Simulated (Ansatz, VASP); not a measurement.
# SnO2: VASP beside Ansatz

INCAR

```
SYSTEM = SnO2
PREC = Accurate
ENCUT = 520
EDIFF = 1E-6
ISMEAR = 0
SIGMA = 0.05
LREAL = .False.
LASPH = .True.
NELM = 80
ALGO = Normal
ISIF = 2
LWAVE = .False.
LCHARG = .False.
GGA = PE
NBANDS = 64
```

Contents of KPOINTS:

```
regular mesh
0
Gamma
  6 8 3
  0 0 0
```

File POSCAR:

```
SnO2
1.0
    0.0000000000     -4.8277049970      0.0000000000
    0.0000000000      0.0000000000     -3.2379909379
   10.1554099939      0.0000000000      0.0000000000
Sn O
4 8
Direct
    1.0000000000      0.0000000000      0.6671043736
    1.0000000000      0.0000000000      0.1917217942
    0.5000000000      0.5000000000      0.9047956632
    0.5000000000      0.5000000000      0.4294130839
    0.6933949136      0.0000000000      0.8128590904
    0.6933949136      0.0000000000      0.3374765110
    0.1933949136      0.5000000000      0.7590409464
    0.1933949136      0.5000000000      0.2836583671
    0.3066050864      0.0000000000      0.0459670774
    0.3066050864      0.0000000000      0.5213496568
    0.8066050864      0.5000000000      0.0997852214
    0.8066050864      0.5000000000      0.5751678007
```

Input for Ansatz:

```yaml
crystal:
  lattice:
    - [0.0, -4.827704997, 0.0]
    - [0.0, 0.0, -3.2379909379]
    - [10.1554099939, 0.0, 0.0]
  atoms:
    - { symbol: Sn, position: [1.0, 0.0, 0.6671043736] }
    - { symbol: Sn, position: [1.0, 0.0, 0.1917217942] }
    - { symbol: Sn, position: [0.5, 0.5, 0.9047956632] }
    - { symbol: Sn, position: [0.5, 0.5, 0.4294130839] }
    - { symbol: O, position: [0.6933949136, 0.0, 0.8128590904] }
    - { symbol: O, position: [0.6933949136, 0.0, 0.337476511] }
    - { symbol: O, position: [0.1933949136, 0.5, 0.7590409464] }
    - { symbol: O, position: [0.1933949136, 0.5, 0.2836583671] }
    - { symbol: O, position: [0.3066050864, 0.0, 0.0459670774] }
    - { symbol: O, position: [0.3066050864, 0.0, 0.5213496568] }
    - { symbol: O, position: [0.8066050864, 0.5, 0.0997852214] }
    - { symbol: O, position: [0.8066050864, 0.5, 0.5751678007] }
basis:
  ecutwfc: 420
kpoints:
  mp_grid: { grid: [6, 8, 3] }
hamiltonian:
  xc: pbe
scf:
  occupations: { method: gaussian, width: 0.05 }
output:
  forces: true
  stress: true
  eigenvalues: true
```

Alike in both runs: task single point; functional PBE; k mesh 6 × 8 × 3; occupations gaussian, width 0.05 eV; no spin polarisation.

|  | VASP | Ansatz |
| --- | --- | --- |
| version | VASP 6.6.1 | Ansatz 0.2.0 |
| potentials or method | VASP PAW PBE potentials, release 64 (Sn_d, O), cutoff 520 eV | scalar-relativistic, plane waves, PAW |
| valence electrons in the cell | 104 | 104 |

VASP gave:

```
gap on the k mesh at the Fermi level (eV)                     : 0.05
least direct gap on the mesh (eV)                             : 0.22
pressure (GPa)                                                : -3.6
traceless stress, the component that is largest in VASP (GPa) : -4.37
rms of the force components (eV/Å)                            : 0.998
```

Problem. What did Ansatz give for the same quantities?

Solution. gap on the k mesh at the Fermi level (eV): 0.05; least direct gap on the mesh (eV): 0.24; pressure (GPa): -4.1; traceless stress, the component that is largest in VASP (GPa): -4.28; rms of the force components (eV/Å): 0.988.

Atom by atom the forces differ by 0.018 eV/Å (rms over components).
